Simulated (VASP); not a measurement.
AgBr, 2 atoms in the cell. It takes space group Fm-3m (No. 225, cubic). Conventional cell: a = 5.733 Å, b = 5.733 Å, c = 5.733 Å, α = 90.00°, β = 90.00°, γ = 90.00°. Ag (site symmetry m-3m) has 6 Br at 2.87 Å within 3.8 Å. Within 3.8 Å of Br (site symmetry m-3m) lie 6 Ag at 2.87 Å.  This cell differs from its parent crystal: volume scaled by 0.98.

- Program: VASP 6.6.1
- Task: single point
- Functional: PBE
- Potentials or basis: VASP PAW PBE potentials, release 64 (Ag, Br)
- Cutoff: 500 eV
- k mesh: 7 × 7 × 7
- Occupations: fermi-dirac, width 0.03 eV
- Spin: no spin polarisation
- Dipole correction: no
- Further INCAR settings: ALGO = Normal; EDIFF = 1e-06; NBANDS = 16

Potentials or basis: VASP PAW PBE potentials, release 64 (Ag, Br).

The run is started by

```sh
$ cat potpaw_PBE.64/Ag/POTCAR potpaw_PBE.64/Br/POTCAR > POTCAR
$ mpirun -np 1 vasp_std > vasp.out
```

Hardware: 1 thread of Intel Xeon 6975P-C, on a shared host.

Task: How long does it take, and how much memory?

Result: Run time: 17 s on 1 thread of Intel Xeon 6975P-C, on a shared host, peak memory 0.17 GiB. Counts: scf iterations 12, k points 20.
